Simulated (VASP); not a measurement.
A run of VASP 6.6.1 is set up as follows.

INCAR

```
SYSTEM = W
ALGO = Fast
EDIFF = 1E-6
ENCUT = 520
GGA = PS
ISIF = 2
ISMEAR = 0
LASPH = .True.
LCHARG = .False.
LREAL = .False.
LWAVE = .False.
NBANDS = 13
NELM = 100
PREC = Accurate
SIGMA = 0.15
```

File KPOINTS:

```
k-points
0
Gamma
  22 22 22
  0 0 0
```

Contents of POSCAR:

```
W
1.0
    0.0000000000      1.8600084640      2.4180110031
    1.8600084640      0.0000000000      2.4180110031
    1.8600084640      1.8600084640      0.0000000000
W
1
Direct
    0.0000000000      0.0000000000      0.0000000000
```

Potentials or basis: VASP PAW PBE potentials, release 64 (W_sv).

Run with:

```bash
$ cat potpaw_PBE.64/W_sv/POTCAR > POTCAR
$ mpirun -np 1 vasp_std > vasp.out
```

**Question.** Predict the pressure.

**Answer.** -9.0 GPa.

**Question.** Estimate the band gap on the k mesh.

**Answer.** Zero (band 7 reaches 13.16 eV, above the bottom of band 8 at 9.83 eV).

Stress tensor (GPa, compression positive):
```
 -2.10   0.00   0.00
  0.00  -2.10   0.00
  0.00   0.00 -22.67
```

Caveat: the PAW data sets were made with another functional, which shifts forces and pressure a little; spin-orbit coupling is left out, which moves the levels of the heavy elements.
